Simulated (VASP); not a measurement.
# CaSe (I4mm) in VASP: single point with LDA

Aim: the single point of CaSe with LDA.

Program: VASP 6.6.1. These are calculated values, not measurements. Logs are shortened: lines on timing, memory, paths and dates and some standing lists are left out, and cuts for length are marked.

### Step 1. The cell of the first run

Symmetry: I4mm, No. 107, tetragonal system. Conventional cell: a = 4.201 Å, b = 4.201 Å, c = 5.940 Å, α = 90.00°, β = 90.00°, γ = 90.00°. Ca (site symmetry 4mm) has 6 Se at 2.92 to 3.02 Å within 3.8 Å. Se (site symmetry 4mm) has 6 Ca at 2.92 to 3.02 Å within 3.8 Å.

### Step 2. Single point, LDA (atom 2 (Se) moved by [0.0, 0.0, 0.05] A)

INCAR

```
SYSTEM = CaSe
PREC = Accurate ; ENCUT = 520
EDIFF = 1E-6 ; ISMEAR = -1
SIGMA = 0.03 ; LREAL = .FALSE.
LASPH = .TRUE. ; NELM = 60
ALGO = Normal ; ISIF = 2
LWAVE = .FALSE. ; LCHARG = .FALSE.
NBANDS = 15
```

KPOINTS

```
Automatic mesh
0
G
  9 9 9
  0 0 0
```

POSCAR

```
CaSe
1.0
    0.0000000000      2.9702381052      2.9702381052
    2.9702381052      0.0000000000      2.9702381052
    2.9702381052      2.9702381052      0.0000000000
Ca Se
1 1
Direct
    0.0000000000      0.0000000000      0.0000000000
    0.5084168336      0.5084168336      0.4915831664
```

Potentials or basis: VASP PAW LDA potentials, release 64 (Ca_sv, Se).

On the command line:

```bash
> cat potpaw_LDA.64/Ca_sv/POTCAR potpaw_LDA.64/Se/POTCAR > POTCAR
> mpirun -np 1 vasp_std > vasp.out
```

OUTCAR:

```text
SYSTEM = CaSe
   PREC = Accurate
   ENCUT = 520
   EDIFF = 1E-6
   ISMEAR = -1
   LREAL = .FALSE.
   LASPH = .TRUE.
   NELM = 60
   ISIF = 2

 ion  position               nearest neighbor table
   1  0.000  0.000  0.000-   2 2.92   2 2.97   2 2.97   2 2.97   2 2.97
   2  0.508  0.508  0.492-   1 2.92   1 2.97   1 2.97   1 2.97   1 2.97

  LATTYP: Found a face centered cubic cell.
 ALAT       =     5.9404762104

  Lattice vectors:

 A1 = (   0.0000000000,   2.9702381052,   2.9702381052)
 A2 = (   2.9702381052,   0.0000000000,   2.9702381052)
 A3 = (   2.9702381052,   2.9702381052,   0.0000000000)

Analysis of symmetry for initial positions (statically):
=====================================================================
 Subroutine PRICEL returns:
 Original cell was already a primitive cell.

 Routine SETGRP: Setting up the symmetry group for a
 face centered cubic supercell.

 Subroutine GETGRP returns: Found  8 space group operations
 (whereof  8 operations were pure point group operations)
 out of a pool of 48 trial point group operations.

The static configuration has the point symmetry C_4v.

Analysis of symmetry for dynamics (positions and initial velocities):
=====================================================================
 Subroutine PRICEL returns:
 Original cell was already a primitive cell.

 Routine SETGRP: Setting up the symmetry group for a
 face centered cubic supercell.

 Subroutine GETGRP returns: Found  8 space group operations
 (whereof  8 operations were pure point group operations)
 out of a pool of 48 trial point group operations.

The dynamic configuration has the point symmetry C_4v.

 Subroutine INISYM returns: Found  8 space group operations
 (whereof  8 operations are pure point group operations),
 and found     1 'primitive' translations

----------------------------------------------------------------------------------------

                                     Primitive cell

  volume of cell :      52.4087

  direct lattice vectors                    reciprocal lattice vectors
     0.000000000  2.970238105  2.970238105    -0.168336673  0.168336673  0.168336673
     2.970238105  0.000000000  2.970238105     0.168336673 -0.168336673  0.168336673
     2.970238105  2.970238105  0.000000000     0.168336673  0.168336673 -0.168336673

  length of vectors
     4.200551012  4.200551012  4.200551012     0.291567670  0.291567670  0.291567670

  position of ions in fractional coordinates (direct lattice)
     0.000000000  0.000000000  0.000000000
     0.508416834  0.508416834  0.491583166

  ion indices of the primitive-cell ions
   primitive index   ion index
                 1           1
                 2           2

----------------------------------------------------------------------------------------

 KPOINTS: Automatic mesh

Automatic generation of k-mesh.
 Grid dimensions read from file:
 generate k-points for:    9    9    9

 Generating k-lattice:

  Cartesian coordinates                     Fractional coordinates (reciprocal lattice)
    -0.018704075  0.018704075  0.018704075     0.111111111  0.000000000  0.000000000
     0.018704075 -0.018704075  0.018704075     0.000000000  0.111111111  0.000000000
     0.018704075  0.018704075 -0.018704075     0.000000000  0.000000000  0.111111111

  Length of vectors
     0.032396408  0.032396408  0.032396408

  Shift w.r.t. Gamma in fractional coordinates (k-lattice)
     0.000000000  0.000000000  0.000000000

 Subroutine IBZKPT returns following result:
 ===========================================

 Found     75 irreducible k-points:

 Following reciprocal coordinates:
            Coordinates               Weight
  0.000000  0.000000  0.000000      1.000000
  0.111111  0.000000  0.000000      8.000000
  0.222222  0.000000  0.000000      8.000000
  0.333333  0.000000  0.000000      8.000000
  0.444444  0.000000  0.000000      8.000000
  0.111111  0.111111  0.000000      2.000000
[... 16 lines left out ...]
  0.000000  0.222222  0.222222      4.000000
  0.333333  0.222222  0.000000      8.000000
 [... further k-points ...]
   k-points           NKPTS =     75   k-points in BZ     NKDIM =     75   number of bands    NBANDS=     15
   number of dos      NEDOS =    301   number of ions     NIONS =      2
   total plane-waves  NPLWV =  32768
   dimension x,y,z NGX =    32 NGY =   32 NGZ =   32
   dimension x,y,z NGXF=    64 NGYF=   64 NGZF=   64
   ions per type =               1   1
   NGX,Y,Z   is equivalent  to a cutoff of  12.66, 12.66, 12.66 a.u.
   NGXF,Y,Z  is equivalent  to a cutoff of  25.33, 25.33, 25.33 a.u.
 SYSTEM =  CaSe
   PREC   = accura    normal or accurate (medium, high low for compatibility)
   ISTART =      0    job   : 0-new  1-cont  2-samecut
   ICHARG =      2    charge: 1-file 2-atom 10-const
   ISPIN  =      1    spin polarized calculation?
   LNONCOLLINEAR =      F non collinear calculations
   LSORBIT =      F    spin-orbit coupling
   LASPH  =      T    aspherical Exc in radial PAW
   ENCUT  =  520.0 eV  38.22 Ry    6.18 a.u.   7.81  7.81  7.81*2*pi/ulx,y,z
   NELM   =     60;   NELMIN=  2; NELMDL= -5     # of ELM steps
   EDIFF  = 0.1E-05   stopping-criterion for ELM
   LREAL  =      F    real-space projection
   EDIFFG = 0.1E-04   stopping-criterion for IOM
   NSW    =      0    number of steps for IOM
   IBRION =     -1    ionic relax: 0-MD 1-quasi-New 2-CG
   NFREE  =      0    steps in history (QN), initial steepest desc. (CG)
   ISIF   =      2    stress and relaxation
   ISYM   =      2    0-nonsym 1-usesym 2-fastsym
   POTIM  = 0.5000    time-step for ionic-motion
   TEBEG  =    0.0;   TEEND  =   0.0 temperature during run
   PSTRESS=    0.0 pullay stress
   NELECT =      16.0000    total number of electrons
   NUPDOWN=      -1.0000    fix difference up-down
   EMIN   =  10.00;   EMAX   =-10.00  energy-range for DOS
   EFERMI =   0.00;   METHOD = LEGACY
   ISMEAR =    -1;   SIGMA  =   0.03  broadening in eV -4-tet -1-fermi 0-gaus
   EFERMI_NEDOS =   21; number of points for ismear=-14 and -15
   IALGO  =     38    algorithm
   IMIX   =      4    mixing-type and parameters
     AMIX     =   0.40;   BMIX     =  1.00
     AMIX_MAG =   1.60;   BMIX_MAG =  1.00
  volume/ion in A,a.u.               =      26.20       176.84
  Fermi-wavevector in a.u.,A,eV,Ry     =   1.102335  2.083111 16.533014  1.215142
  Thomas-Fermi vector in A             =   2.238776
   LORBIT       =      0    0 simple, 1 ext, 2 COOP (PROOUT), +10 PAW based schemes
   GGA     = CA    functional components
   LHFCALC =     F    Hartree Fock is set to
   AEXX    =    0.0000 exact exchange contribution
   IVDW    =     0    specifies the selected vdW correction
   LEPSILON=     F    determine dielectric tensor
   LRPA    =     F    only Hartree local field effects (RPA)
 non-spin polarized calculation
  energy-cutoff  :      520.00
  volume of cell :       52.41
 maximum number of plane-waves:      1424
   NGX = 15   NGY = 15   NGZ = 15

 number of electron      15.9999998 magnetization

 Free energy of the ion-electron system (eV)
  ---------------------------------------------------
  ext. energy  EPLUGINS =         0.00000000
  ---------------------------------------------------
  free energy    TOTEN  =       -10.53906861 eV

  energy without entropy =      -10.53906861  energy(sigma->0) =      -10.53906861

 E-fermi :   2.8466     XC(G=0):  -9.4429

 val. band max:        2.2537161461   @ k =   0.0000   0.0000   0.0000
 cond. band min:       4.1897670827   @ k =   0.4444   0.4444   0.0000
 fundamental gap:      1.9360509366
 Fermi energy:         2.8465643137

 k-point     1 :       0.0000    0.0000    0.0000
  band No.  band energies     occupation
      1     -37.0545      2.00000
      2     -18.3436      2.00000
      3     -18.3430      2.00000
      4     -18.3430      2.00000
      5      -9.5373      2.00000
      6       2.2516      2.00000
      7       2.2537      2.00000
      8       2.2537      2.00000
      9       5.2942      0.00000
     10       5.8102      0.00000
     11       5.8153      0.00000
     12       5.8153      0.00000
     13       6.4063      0.00000
     14       6.4176      0.00000
     15      11.8050      0.00000

 k-point     2 :       0.1111    0.0000    0.0000
  band No.  band energies     occupation
      1     -37.0537      2.00000
      2     -18.3571      2.00000
      3     -18.3443      2.00000
      4     -18.3440      2.00000
      5      -9.4647      2.00000
      6       1.5987      2.00000
      7       2.0581      2.00000
      8       2.0592      2.00000
      9       5.6464      0.00000
     10       5.9757      0.00000
     11       5.9803      0.00000
     12       6.2017      0.00000
     13       6.7316      0.00000
     14       6.7463      0.00000
     15      11.9717      0.00000

 k-point     3 :       0.2222    0.0000    0.0000
  band No.  band energies     occupation
      1     -37.0516      2.00000
      2     -18.3916      2.00000
      3     -18.3467      2.00000
      4     -18.3463      2.00000
      5      -9.2737      2.00000
      6       0.4897      2.00000
      7       1.6538      2.00000
      8       1.6546      2.00000
      9       5.7557      0.00000
     10       6.3944      0.00000
     11       6.3947      0.00000
     12       7.4484      0.00000
     13       7.5540      0.00000
     14       7.5870      0.00000
     15      11.6221      0.00000

 k-point     4 :       0.3333    0.0000    0.0000
  band No.  band energies     occupation
      1     -37.0493      2.00000
      2     -18.4302      2.00000
      3     -18.3494      2.00000
      4     -18.3490      2.00000
      5      -9.0411      2.00000
      6      -0.4429      2.00000
      7       1.2882      2.00000
      8       1.2887      2.00000
      9       6.0236      0.00000
     10       6.9688      0.00000
     11       6.9690      0.00000
     12       8.1377      0.00000
     13       8.5344      0.00000
     14       8.5414      0.00000
     15      11.4639      0.00000
[... 307 lines left out ...]
 k-point    22 :       0.2222    0.2222    0.0000
  band No.  band energies     occupation
      1     -37.0507      2.00000
      2     -18.3852      2.00000
      3     -18.3567      2.00000
      4     -18.3567      2.00000
      5      -9.2354      2.00000
      6       0.3164      2.00000
      7       1.7193      2.00000
      8       1.7193      2.00000
      9       4.9818      0.00000
     10       6.3575      0.00000
     11       6.6975      0.00000
     12       7.1869      0.00000
     13       7.1869      0.00000
     14       9.4994      0.00000
     15      11.3892      0.00000

 k-point    23 :       0.0000    0.2222    0.2222
  band No.  band energies     occupation
      1     -37.0507      2.00000
      2     -18.3846      2.00000
      3     -18.3573      2.00000
      4     -18.3567      2.00000
      5      -9.2356      2.00000
      6       0.3169      2.00000
      7       1.7167      2.00000
      8       1.7198      2.00000
      9       4.9866      0.00000
     10       6.3554      0.00000
     11       6.6918      0.00000
     12       7.1858      0.00000
     13       7.1925      0.00000
     14       9.5004      0.00000
     15      11.3810      0.00000

 k-point    24 :       0.3333    0.2222    0.0000
  band No.  band energies     occupation
      1     -37.0489      2.00000
      2     -18.4067      2.00000
      3     -18.3617      2.00000
      4     -18.3614      2.00000
      5      -9.1011      2.00000
      6      -0.0897      2.00000
      7       1.3514      2.00000
      8       1.5006      2.00000
      9       4.9893      0.00000
     10       6.8641      0.00000
     11       7.0050      0.00000
     12       7.6547      0.00000
     13       7.6635      0.00000
     14      10.0450      0.00000
     15      10.3826      0.00000

 [... further k-points ...]
[... 5 lines left out ...]
  --------------------------------------------------------------------------------------
  -------------------------------------------------------------------------------------
  Total       -1.1534871     -1.1534871     -1.1042888      0.0000000     -0.0000000      0.0000000
  in kB      -35.2630212    -35.2630212    -33.7589905      0.0000000     -0.0000000      0.0000000
  external PRESSURE =     -34.7616776 kB  Pullay stress =       0.0000000 kB

 VOLUME and BASIS-vectors are now :
 -----------------------------------------------------------------------------
  energy-cutoff  :      520.00
  volume of cell :       52.41
      direct lattice vectors                 reciprocal lattice vectors
     0.000000000  2.970238105  2.970238105    -0.168336673  0.168336673  0.168336673
     2.970238105  0.000000000  2.970238105     0.168336673 -0.168336673  0.168336673
     2.970238105  2.970238105  0.000000000     0.168336673  0.168336673 -0.168336673

 POSITION                                       TOTAL-FORCE (eV/Angst)
 -----------------------------------------------------------------------------------
      0.00000      0.00000      0.00000         0.000000      0.000000      0.131258
      2.97024      2.97024      3.02024         0.000000      0.000000     -0.131258
 -----------------------------------------------------------------------------------
    total drift:                                0.000000      0.000000     -0.000063

  FREE ENERGIE OF THE ION-ELECTRON SYSTEM (eV)
  ---------------------------------------------------
  free  energy   TOTEN  =       -10.5390686070 eV

  energy  without entropy=      -10.5390686070  energy(sigma->0) =      -10.53906861
```

Wall time 19 s (1 thread of Intel Xeon Platinum 8488C (Sapphire Rapids), shared host); peak memory 0.19 GiB.

What came out:

| Quantity | Value |
| --- | --- |
| Free energy | -10.5391 eV |
| Pressure | -3.5 GPa |
| Largest force | 0.131 eV/Å |
| Band gap on the k mesh | 1.94 eV (least direct gap 2.85 eV) |

Forces on the atoms (eV/Å):
```
Ca   0.000  0.000  0.131
Se   0.000  0.000 -0.131
```

Stress tensor (GPa, compression positive):
```
-3.53  0.00  0.00
 0.00 -3.53  0.00
 0.00  0.00 -3.38
```

Caveat: the cell differs from its parent crystal (atom 2 (Se) moved by [0.0, 0.0, 0.05] A); the cell stands under tension. A k mesh can miss the band edges.
